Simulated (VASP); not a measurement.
# Ir (an interface model) in VASP: notebook

The runs below take Ir (an interface model) through single point, with PBEsol.

Everything below comes from runs of VASP 6.6.1. Logs are shortened: lines on timing, memory, paths and dates and some standing lists are left out, and cuts for length are marked.

## 1. The cell of the first run

The cell holds layers of an interface, 12 atoms: a = 2.708 Å, b = 2.708 Å, c = 26.549 Å, α = 90.00°, β = 90.00°, γ = 120.00°.

## 2. Single point, PBEsol

File INCAR:

```
PREC = Accurate
ENCUT = 520
EDIFF = 1E-6
ISMEAR = 0
SIGMA = 0.1
LREAL = F
LASPH = T
NELM = 60
ALGO = Normal
ISIF = 2
LWAVE = F
LCHARG = F
GGA = PS
NBANDS = 66
```

File KPOINTS:

```
regular mesh
0
Gamma
  12 12 2
```

File POSCAR:

```
Ir
1.0
    2.7084020135      0.0000000000      0.0000000000
   -1.3542010067      2.3455449473      0.0000000000
    0.0000000000      0.0000000000     26.5494948597
Ir
12
Direct
    0.0000000000      0.0000000000      0.0000000000
    0.3333333333      0.6666666667      0.0837044435
    0.6666666667      0.3333333333      0.1665542596
    0.0000000000      0.0000000000      0.2500000000
    0.3333333333      0.6666666667      0.3334457404
    0.6666666667      0.3333333333      0.4162955565
    0.3333333333      0.6666666667      0.9162955565
    0.6666666667      0.3333333333      0.8334457404
    0.0000000000      0.0000000000      0.7500000000
    0.3333333333      0.6666666667      0.6665542596
    0.6666666667      0.3333333333      0.5837044435
    0.0000000000      0.0000000000      0.5000000000
```

Potentials or basis: VASP PAW PBE potentials, release 64 (Ir).

Run with:

```sh
$ cat potpaw_PBE.64/Ir/POTCAR > POTCAR
$ mpirun -np 1 vasp_std > vasp.out
```

OUTCAR:

```text
PREC = Accurate
   ENCUT = 520
   EDIFF = 1E-6
   ISMEAR = 0
   LREAL = F
   LASPH = T
   NELM = 60
   ISIF = 2
   GGA = PS

 ion  position               nearest neighbor table
   1  0.000  0.000  0.000-   2 2.72   7 2.72   2 2.72   7 2.72   2 2.72   7 2.72
   2  0.333  0.667  0.084-   3 2.70   3 2.70   3 2.70   1 2.72   1 2.72   1 2.72
   3  0.667  0.333  0.167-   2 2.70   2 2.70   2 2.70   4 2.71   4 2.71   4 2.71
   4  0.000  0.000  0.250-   3 2.71   5 2.71   5 2.71   3 2.71   3 2.71   5 2.71
   5  0.333  0.667  0.333-   6 2.70   6 2.70   6 2.70   4 2.71   4 2.71   4 2.71
   6  0.667  0.333  0.416-   5 2.70   5 2.70   5 2.70  12 2.72  12 2.72  12 2.72
   7  0.333  0.667  0.916-   8 2.70   8 2.70   8 2.70   1 2.72   1 2.72   1 2.72
   8  0.667  0.333  0.833-   7 2.70   7 2.70   7 2.70   9 2.71   9 2.71   9 2.71
   9  0.000  0.000  0.750-   8 2.71  10 2.71  10 2.71   8 2.71   8 2.71  10 2.71
  10  0.333  0.667  0.667-  11 2.70  11 2.70  11 2.70   9 2.71   9 2.71   9 2.71
  11  0.667  0.333  0.584-  10 2.70  10 2.70  10 2.70  12 2.72  12 2.72  12 2.72
  12  0.000  0.000  0.500-   6 2.72  11 2.72   6 2.72  11 2.72   6 2.72  11 2.72

  LATTYP: Found a hexagonal cell.
 ALAT       =     2.7084020135
 C/A-ratio  =     9.8026418262

  Lattice vectors:

 A1 = (   2.7084020135,   0.0000000000,   0.0000000000)
 A2 = (  -1.3542010067,   2.3455449473,   0.0000000000)
 A3 = (   0.0000000000,   0.0000000000,  26.5494948597)

Analysis of symmetry for initial positions (statically):
=====================================================================
 Subroutine PRICEL returns:
 Original cell was already a primitive cell.

 Routine SETGRP: Setting up the symmetry group for a
 hexagonal supercell.

 Subroutine GETGRP returns: Found 24 space group operations
 (whereof 12 operations were pure point group operations)
 out of a pool of 24 trial point group operations.

The static configuration has the point symmetry D_3h.
 The point group associated with its full space group is D_6h.

Analysis of symmetry for dynamics (positions and initial velocities):
=====================================================================
 Subroutine PRICEL returns:
 Original cell was already a primitive cell.

 Routine SETGRP: Setting up the symmetry group for a
 hexagonal supercell.

 Subroutine GETGRP returns: Found 24 space group operations
 (whereof 12 operations were pure point group operations)
 out of a pool of 24 trial point group operations.

The dynamic configuration has the point symmetry D_3h.
 The point group associated with its full space group is D_6h.

 Subroutine INISYM returns: Found 24 space group operations
 (whereof 12 operations are pure point group operations),
 and found     1 'primitive' translations

----------------------------------------------------------------------------------------

                                     Primitive cell

  volume of cell :     168.6604

  direct lattice vectors                    reciprocal lattice vectors
     2.708402014  0.000000000  0.000000000     0.369221406  0.213170078  0.000000000
    -1.354201007  2.345544947  0.000000000     0.000000000  0.426340157  0.000000000
     0.000000000  0.000000000 26.549494860     0.000000000  0.000000000  0.037665500

  length of vectors
     2.708402014  2.708402013 26.549494860     0.426340157  0.426340157  0.037665500

  position of ions in fractional coordinates (direct lattice)
     0.000000000  0.000000000  0.000000000
     0.333333333  0.666666667  0.083704443
     0.666666667  0.333333333  0.166554260
     0.000000000  0.000000000  0.250000000
     0.333333333  0.666666667  0.333445740
     0.666666667  0.333333333  0.416295557
     0.333333333  0.666666667  0.916295557
     0.666666667  0.333333333  0.833445740
     0.000000000  0.000000000  0.750000000
     0.333333333  0.666666667  0.666554260
     0.666666667  0.333333333  0.583704443
     0.000000000  0.000000000  0.500000000

  ion indices of the primitive-cell ions
   primitive index   ion index
                 1           1
                 2           2
                 3           3
                 4           4
                 5           5
                 6           6
                 7           7
                 8           8
                 9           9
                10          10
                11          11
                12          12

----------------------------------------------------------------------------------------

 KPOINTS: regular mesh

Automatic generation of k-mesh.
 Grid dimensions read from file:
 generate k-points for:   12   12    2

 Generating k-lattice:

  Cartesian coordinates                     Fractional coordinates (reciprocal lattice)
     0.030768451  0.017764173  0.000000000     0.083333333 -0.000000000  0.000000000
     0.000000000  0.035528346  0.000000000     0.000000000  0.083333333  0.000000000
     0.000000000  0.000000000  0.018832750     0.000000000  0.000000000  0.500000000

  Length of vectors
     0.035528346  0.035528346  0.018832750

  Shift w.r.t. Gamma in fractional coordinates (k-lattice)
     0.000000000  0.000000000  0.000000000

 Subroutine IBZKPT returns following result:
 ===========================================

 Found     38 irreducible k-points:

 Following reciprocal coordinates:
            Coordinates               Weight
  0.000000  0.000000  0.000000      1.000000
  0.083333  0.000000  0.000000      6.000000
  0.166667  0.000000  0.000000      6.000000
  0.250000  0.000000  0.000000      6.000000
  0.333333  0.000000  0.000000      6.000000
  0.416667  0.000000  0.000000      6.000000
[... 16 lines left out ...]
  0.250000  0.000000  0.500000      6.000000
  0.333333  0.000000  0.500000      6.000000
 [... further k-points ...]
   k-points           NKPTS =     38   k-points in BZ     NKDIM =     38   number of bands    NBANDS=     66
   number of dos      NEDOS =    301   number of ions     NIONS =     12
   total plane-waves  NPLWV =  80000
   dimension x,y,z NGX =    20 NGY =   20 NGZ =  200
   dimension x,y,z NGXF=    40 NGYF=   40 NGZF=  400
   ions per type =              12
   NGX,Y,Z   is equivalent  to a cutoff of  12.28, 12.28, 12.52 a.u.
   NGXF,Y,Z  is equivalent  to a cutoff of  24.55, 24.55, 25.05 a.u.
 SYSTEM =  unknown system
   PREC   = accura    normal or accurate (medium, high low for compatibility)
   ISTART =      0    job   : 0-new  1-cont  2-samecut
   ICHARG =      2    charge: 1-file 2-atom 10-const
   ISPIN  =      1    spin polarized calculation?
   LNONCOLLINEAR =      F non collinear calculations
   LSORBIT =      F    spin-orbit coupling
   LASPH  =      T    aspherical Exc in radial PAW
   ENCUT  =  520.0 eV  38.22 Ry    6.18 a.u.   5.04  5.04 49.36*2*pi/ulx,y,z
   NELM   =     60;   NELMIN=  2; NELMDL= -5     # of ELM steps
   EDIFF  = 0.1E-05   stopping-criterion for ELM
   LREAL  =      F    real-space projection
   EDIFFG = 0.1E-04   stopping-criterion for IOM
   NSW    =      0    number of steps for IOM
   IBRION =     -1    ionic relax: 0-MD 1-quasi-New 2-CG
   NFREE  =      0    steps in history (QN), initial steepest desc. (CG)
   ISIF   =      2    stress and relaxation
   ISYM   =      2    0-nonsym 1-usesym 2-fastsym
   POTIM  = 0.5000    time-step for ionic-motion
   TEBEG  =    0.0;   TEEND  =   0.0 temperature during run
   PSTRESS=    0.0 pullay stress
   NELECT =     108.0000    total number of electrons
   NUPDOWN=      -1.0000    fix difference up-down
   EMIN   =  10.00;   EMAX   =-10.00  energy-range for DOS
   EFERMI =   0.00;   METHOD = LEGACY
   ISMEAR =     0;   SIGMA  =   0.10  broadening in eV -4-tet -1-fermi 0-gaus
   EFERMI_NEDOS =   21; number of points for ismear=-14 and -15
   IALGO  =     38    algorithm
   IMIX   =      4    mixing-type and parameters
     AMIX     =   0.40;   BMIX     =  1.00
     AMIX_MAG =   1.60;   BMIX_MAG =  1.00
  volume/ion in A,a.u.               =      14.06        94.85
  Fermi-wavevector in a.u.,A,eV,Ry     =   1.411059  2.666514 27.090373  1.991086
  Thomas-Fermi vector in A             =   2.532949
   LORBIT       =      0    0 simple, 1 ext, 2 COOP (PROOUT), +10 PAW based schemes
   GGA     = PS    functional components
   LHFCALC =     F    Hartree Fock is set to
   AEXX    =    0.0000 exact exchange contribution
   IVDW    =     0    specifies the selected vdW correction
   LEPSILON=     F    determine dielectric tensor
   LRPA    =     F    only Hartree local field effects (RPA)
 non-spin polarized calculation
 Gauss-broadening in eV      SIGMA  =   0.10
  energy-cutoff  :      520.00
  volume of cell :      168.66
 maximum number of plane-waves:      4599
   NGX = 11   NGY = 11   NGZ = 99

 number of electron     108.0000001 magnetization

 Free energy of the ion-electron system (eV)
  ---------------------------------------------------
  ext. energy  EPLUGINS =         0.00000000
  ---------------------------------------------------
  free energy    TOTEN  =      -117.82477079 eV

  energy without entropy =     -117.78433166  energy(sigma->0) =     -117.80455122

 E-fermi :  10.3432     XC(G=0): -14.1405

 val. band max:       10.3419687724   @ k =   0.2500   0.0000   0.0000
 cond. band min:      10.3558527686   @ k =   0.3333   0.0000   0.5000
 fundamental gap:      0.0138839962
 Fermi energy:        10.3432075145

 k-point     1 :       0.0000    0.0000    0.0000
  band No.  band energies     occupation
      1      -0.9015      2.00000
      2      -0.5945      2.00000
      3      -0.5918      2.00000
      4       0.2366      2.00000
      5       0.2697      2.00000
      6       1.3138      2.00000
[... 58 lines left out ...]
     65      10.3114      1.34736
     66      10.3114      1.34736

 k-point     2 :       0.0833    0.0000    0.0000
  band No.  band energies     occupation
      1      -0.6260      2.00000
      2      -0.3252      2.00000
      3      -0.3228      2.00000
      4       0.4939      2.00000
      5       0.5266      2.00000
      6       1.5738      2.00000
[... 58 lines left out ...]
     65      10.6313      0.00005
     66      10.7839      0.00000

 k-point     3 :       0.1667    0.0000    0.0000
  band No.  band energies     occupation
      1       0.1473      2.00000
      2       0.4217      2.00000
      3       0.4237      2.00000
      4       1.1797      2.00000
      5       1.2109      2.00000
      6       2.2306      2.00000
[... 1438 lines left out ...]
     65      11.3499      0.00000
     66      11.3500      0.00000

 k-point    24 :       0.3333    0.0000    0.5000
  band No.  band energies     occupation
      1       2.0704      2.00000
      2       2.0704      2.00000
      3       2.4035      2.00000
      4       2.4035      2.00000
      5       2.7236      2.00000
      6       2.7236      2.00000
[... 58 lines left out ...]
     65      11.4336      0.00000
     66      11.4336      0.00000

 [... further k-points ...]
[... 5 lines left out ...]
  --------------------------------------------------------------------------------------
  -------------------------------------------------------------------------------------
  Total        0.8614285      0.8614285      0.9793643      0.0000000      0.0000000      0.0000000
  in kB        8.1830772      8.1830772      9.3033999      0.0000000      0.0000000      0.0000000
  external PRESSURE =       8.5565181 kB  Pullay stress =       0.0000000 kB

 VOLUME and BASIS-vectors are now :
 -----------------------------------------------------------------------------
  energy-cutoff  :      520.00
  volume of cell :      168.66
      direct lattice vectors                 reciprocal lattice vectors
     2.708402014  0.000000000  0.000000000     0.369221406  0.213170078  0.000000000
    -1.354201007  2.345544947  0.000000000     0.000000000  0.426340157  0.000000000
     0.000000000  0.000000000 26.549494860     0.000000000  0.000000000  0.037665500

 POSITION                                       TOTAL-FORCE (eV/Angst)
 -----------------------------------------------------------------------------------
      0.00000      0.00000      0.00000         0.000000     -0.000000     -0.000000
     -0.00000      1.56370      2.22231         0.000000     -0.000000     -0.005507
      1.35420      0.78185      4.42193        -0.000000     -0.000000      0.005569
      0.00000      0.00000      6.63737        -0.000000     -0.000000     -0.000000
     -0.00000      1.56370      8.85282         0.000000     -0.000000     -0.005569
      1.35420      0.78185     11.05244        -0.000000      0.000000      0.005507
     -0.00000      1.56370     24.32718         0.000000      0.000000      0.005507
      1.35420      0.78185     22.12756        -0.000000     -0.000000     -0.005569
      0.00000      0.00000     19.91212        -0.000000     -0.000000     -0.000000
     -0.00000      1.56370     17.69668        -0.000000      0.000000      0.005569
      1.35420      0.78185     15.49706        -0.000000      0.000000     -0.005507
      0.00000      0.00000     13.27475        -0.000000     -0.000000     -0.000000
 -----------------------------------------------------------------------------------
    total drift:                               -0.000000     -0.000000      0.000000

  FREE ENERGIE OF THE ION-ELECTRON SYSTEM (eV)
  ---------------------------------------------------
  free  energy   TOTEN  =      -117.8247707875 eV

  energy  without entropy=     -117.7843316616  energy(sigma->0) =     -117.80455122
```

It took 15 min on 1 thread of Oxide Virtual Turin-like, shared host; peak memory 0.41 GiB.

Results:

```yaml
Free_energy: -117.8248 eV
Pressure: 0.9 GPa
Largest_force: 0.006 eV/Å
```

Forces on the atoms (eV/Å):
```
Ir   0.000  0.000  0.000
Ir   0.000  0.000 -0.006
Ir   0.000  0.000  0.006
Ir   0.000  0.000  0.000
Ir   0.000  0.000 -0.006
Ir   0.000  0.000  0.006
Ir   0.000  0.000  0.006
Ir   0.000  0.000 -0.006
Ir   0.000  0.000  0.000
Ir   0.000  0.000  0.006
Ir   0.000  0.000 -0.006
Ir   0.000  0.000  0.000
```

Stress tensor (GPa, compression positive):
```
0.82 0.00 0.00
0.00 0.82 0.00
0.00 0.00 0.93
```

Caveat: the bands computed are all filled at some k points, so no gap is given; the PAW data sets were made with another functional, which shifts forces and pressure a little; spin-orbit coupling is left out, which moves the levels of the heavy elements.

[end of part 1 of 2]
